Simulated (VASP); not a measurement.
# BN (P1) in VASP: further runs, part 2 of 3

VASP 6.6.1. Earlier steps stand in the parts before.

**3. Single point, B3LYP**

The input, POSCAR:

```
BN
1.0
    2.5080409239      0.0000000000      0.0000000000
   -1.2467107647      2.1762310413      0.0000000000
   -0.6306650796     -1.0881155206      3.0225400000
N B
1 1
Direct
    0.6685060000      0.3323850000      0.9849990000
    0.9796430000      0.9834990000      0.0018060000
```

The input, INCAR.step1:

```
PREC     = Accurate       # precision mode
ENCUT    = 520            # plane-wave cutoff, eV
EDIFF    = 1E-5           # SCF threshold, eV
ISMEAR   = -1             # smearing method
SIGMA    = 0.05           # smearing width, eV
LREAL    = F              # projectors in reciprocal space
LASPH    = T              # aspherical terms in the spheres
NELM     = 60             # most SCF steps
ALGO     = Normal         # electronic algorithm
ISIF     = 2              # what is computed and relaxed
LWAVE    = T              # write WAVECAR
NBANDS   = 11             # bands
GGA      = PE             # functional
```

The input, INCAR.step2:

```
PREC     = Accurate       # precision mode
ENCUT    = 520            # plane-wave cutoff, eV
EDIFF    = 1E-6           # SCF threshold, eV
ISMEAR   = -1             # smearing method
SIGMA    = 0.05           # smearing width, eV
LREAL    = F              # projectors in reciprocal space
LASPH    = T              # aspherical terms in the spheres
NELM     = 60             # most SCF steps
ALGO     = Normal         # electronic algorithm
ISIF     = 2              # what is computed and relaxed
LWAVE    = F              # write WAVECAR
LCHARG   = T              # write CHGCAR
GGA      = B3             # functional
LHFCALC  = T              # exact exchange
AEXX     = 0.2            # exact-exchange fraction
AGGAX    = 0.72         
AGGAC    = 0.81         
ALDAC    = 0.19         
PRECFOCK = Normal       
LELF     = T              # ELF
LVHAR    = T            
NBANDS   = 11             # bands
ISTART   = 1
```

The input, KPOINTS:

```
regular mesh
0
Gamma
  7 7 5
```

Potentials or basis: VASP PAW PBE potentials, release 64 (N, B).

The run is started by

```
$ cat potpaw_PBE.64/N/POTCAR potpaw_PBE.64/B/POTCAR > POTCAR
$ cp INCAR.step1 INCAR
$ mpirun -np 1 vasp_std > vasp.out
$ cp INCAR.step2 INCAR
$ mpirun -np 1 vasp_std > vasp.out
```

OUTCAR:

```text
PREC = Accurate
   ENCUT = 520
   EDIFF = 1E-6
   ISMEAR = -1
   LREAL = F
   LASPH = T
   NELM = 60
   ISIF = 2
   GGA = B3
   LHFCALC = T
   AEXX = 0.2
   PRECFOCK = Normal
   ISTART = 1

 ion  position               nearest neighbor table
   1  0.669  0.332  0.985-   2 1.40   2 1.43   2 1.52
   2  0.980  0.983  0.002-   1 1.40   1 1.43   1 1.52

  LATTYP: Found a face centered orthorhombic cell.
 ALAT       =     2.5153400000
 B/A-ratio  =     1.7253460765
 C/A-ratio  =     2.4032854405

  Lattice vectors:

 A1 = (  -1.8773758443,   1.0881155207,   3.0225400000)
 A2 = (   0.6306650796,   1.0881155207,   3.0225400000)
 A3 = (  -1.2467107647,   2.1762310413,   0.0000000000)

Analysis of symmetry for initial positions (statically):
=====================================================================
 Subroutine PRICEL returns:
 Original cell was already a primitive cell.

 Routine SETGRP: Setting up the symmetry group for a
 face centered orthorhombic supercell.

 Subroutine GETGRP returns: Found  1 space group operations
[... 195 lines left out ...]

 val. band max:        2.5319558648   @ k =   0.4286   0.4286   0.0000
 cond. band min:       7.3911369302   @ k =  -0.4286  -0.4286   0.4000
 fundamental gap:      4.8591810654
 Fermi energy:         3.5796893877

 k-point     1 :       0.0000    0.0000    0.0000
  band No.  band energies     occupation
      1     -17.0303      2.00000
      2      -1.4282      2.00000
      3      -0.2131      2.00000
      4       1.5490      2.00000
      5       9.8437      0.00000
      6      14.8661      0.00000
      7      17.0326      0.00000
      8      17.9236      0.00000
      9      19.7325      0.00000
     10      30.2898      0.00000
     11      31.9282      0.00000
[... 309 lines left out ...]
 k-point    24 :      -0.2857    0.4286   -0.0000
  band No.  band energies     occupation
      1     -14.4281      2.00000
      2      -5.8790      2.00000
      3      -2.5604      2.00000
      4       1.5413      2.00000
      5      11.2599      0.00000
      6      14.1150      0.00000
      7      17.4057      0.00000
      8      20.1684      0.00000
      9      21.9802      0.00000
     10      25.1657      0.00000
     11      29.6958      0.00000

 [... further k-points ...]
[... 5 lines left out ...]
  --------------------------------------------------------------------------------------
  -------------------------------------------------------------------------------------
  Total       -0.7425238      0.2941750      1.0601433     -0.4290326      0.1211206      0.0545617
  in kB      -72.1122886     28.5696306    102.9587991    -41.6667078     11.7629649      5.2989172
  external PRESSURE =      19.8053804 kB  Pullay stress =       0.0000000 kB

 VOLUME and BASIS-vectors are now :
 -----------------------------------------------------------------------------
  energy-cutoff  :      520.00
  volume of cell :       16.50
      direct lattice vectors                 reciprocal lattice vectors
     2.508040924  0.000000000  0.000000000     0.398717577  0.228415773  0.165423783
    -1.246710765  2.176231041  0.000000000     0.000000000  0.459510034  0.165423783
    -0.630665080 -1.088115521  3.022540000     0.000000000  0.000000000  0.330847565

 POSITION                                       TOTAL-FORCE (eV/Angst)
 -----------------------------------------------------------------------------------
      0.64105     -0.34845      2.97720        -1.665755     -2.071034      0.669157
      1.22971      2.13836      0.00546         1.665755      2.071034     -0.669157
 -----------------------------------------------------------------------------------
    total drift:                               -0.000164      0.000014     -0.000149

  FREE ENERGIE OF THE ION-ELECTRON SYSTEM (eV)
  ---------------------------------------------------
  free  energy   TOTEN  =       -19.8670133919 eV

  energy  without entropy=      -19.8670133919  energy(sigma->0) =      -19.86701339
```

OUTCAR.step1:

```text
PREC = Accurate
   ENCUT = 520
   EDIFF = 1E-5
   ISMEAR = -1
   LREAL = F
[... 581 lines left out ...]
      0.64105     -0.34845      2.97720        -1.657247     -2.080278      0.591254
      1.22971      2.13836      0.00546         1.657247      2.080278     -0.591254
 -----------------------------------------------------------------------------------
    total drift:                               -0.000346     -0.000150     -0.000313

  FREE ENERGIE OF THE ION-ELECTRON SYSTEM (eV)
  ---------------------------------------------------
  free  energy   TOTEN  =       -17.4069434480 eV

  energy  without entropy=      -17.4069434480  energy(sigma->0) =      -17.40694345
```

OSZICAR.step1:

```text
N       E                     dE             d eps       ncg     rms          rms(c)
DAV:   1     0.112310160584E+02    0.11231E+02   -0.47329E+03  2802   0.694E+02
DAV:   2    -0.184671934673E+02   -0.29698E+02   -0.28900E+02  3208   0.162E+02
DAV:   3    -0.191215238884E+02   -0.65433E+00   -0.65349E+00  3316   0.212E+01
DAV:   4    -0.191231615732E+02   -0.16377E-02   -0.16377E-02  2903   0.117E+00
DAV:   5    -0.191231670661E+02   -0.54929E-05   -0.54929E-05  3341   0.600E-02    0.796E+00
DAV:   6    -0.175775728473E+02    0.15456E+01   -0.52104E+00  3119   0.127E+01    0.363E+00
DAV:   7    -0.174402115461E+02    0.13736E+00   -0.22197E-01  3220   0.365E+00    0.222E+00
DAV:   8    -0.174065089372E+02    0.33703E-01   -0.98001E-02  3254   0.201E+00    0.261E-01
DAV:   9    -0.174066804028E+02   -0.17147E-03   -0.25140E-03  2919   0.418E-01    0.136E-01
DAV:  10    -0.174069273921E+02   -0.24699E-03   -0.39909E-04  3083   0.154E-01    0.235E-02
DAV:  11    -0.174069420077E+02   -0.14616E-04   -0.25666E-05  3057   0.374E-02    0.188E-02
DAV:  12    -0.174069434480E+02   -0.14402E-05   -0.54148E-06  2226   0.161E-02
   1 F= -.17406943E+02 E0= -.17406943E+02  d E =-.426840E-11
```

Run time: 29 min. Hardware: 1 thread of Intel Xeon Platinum 8488C (Sapphire Rapids), shared host; peak memory 0.15 GiB.

Results:

```yaml
Free_energy: -19.8670 eV
Pressure: 2.0 GPa
Largest_force: 2.741 eV/Å
Band_gap_on_the_k_mesh: 4.86 eV, indirect (least direct gap 6.62 eV)
```

Forces in eV/Å, atoms in the order of the input:
```
N   -1.666 -2.071  0.669
B    1.666  2.071 -0.669
```

Caveat: the k points lie up to 0.44 Å⁻¹ apart; the PAW data sets were made with another functional, which shifts forces and pressure a little. A k mesh can miss the band edges.

**4. Single point, PBE (volume scaled by 0.98)**

The input, INCAR:

```
  ALGO = Normal
  EDIFF = 1E-6
  ENCUT = 520
  GGA = PE
  ISIF = 2
  ISMEAR = -1
  LASPH = True
  LCHARG = False
  LREAL = False
  LWAVE = False
  NBANDS = 11
  NELM = 80
  PREC = Accurate
  SIGMA = 0.05
```

The input, KPOINTS:

```
k-points
0
Gamma
  13 13 9
```

The input, POSCAR:

```
BN
1.0
    2.4912079273      0.0000000000      0.0000000000
   -1.2383433262      2.1616250238      0.0000000000
   -0.6264323005     -1.0808125118      3.0022538854
N B
1 1
Direct
    0.6685060000      0.3323850000      0.9849990000
    0.9796430000      0.9834990000      0.0018060000
```

The run is started by

```
$ cat potpaw_PBE.64/N/POTCAR potpaw_PBE.64/B/POTCAR > POTCAR
$ mpirun -np 1 vasp_std > vasp.out
```

It took 78 s on 1 thread of Intel Xeon Platinum 8259CL at 2.50GHz (Skylake/Cascade Lake), shared host; peak memory 0.23 GiB.

It converged, with:

```yaml
Free_energy: -17.3905 eV
Pressure: 10.8 GPa
Largest_force: 2.848 eV/Å
Band_gap_on_the_k_mesh: 2.83 eV, indirect (least direct gap 4.58 eV)
```

Forces on the atoms (eV/Å):
```
N   -1.738 -2.181  0.577
B    1.738  2.181 -0.577
```

Stress tensor (GPa, compression positive):
```
 4.93 -5.80  0.59
-5.80 18.68  1.25
 0.59  1.25  8.81
```

Levels at points of the mesh, in eV from the valence-band top:
```csv
k point,band 1,band 2,band 3,band 4,band 5,band 6,band 7,band 8
"(0.00, 0.00, 0.00)",-18.50,-3.94,-2.55,-0.91,5.47,10.26,12.37,13.06
```

Caveat: forces of over 1 eV/Å act on the atoms, so gaps and moduli don't describe the material at rest. A k mesh can miss the band edges.

[end of part 2 of 3]
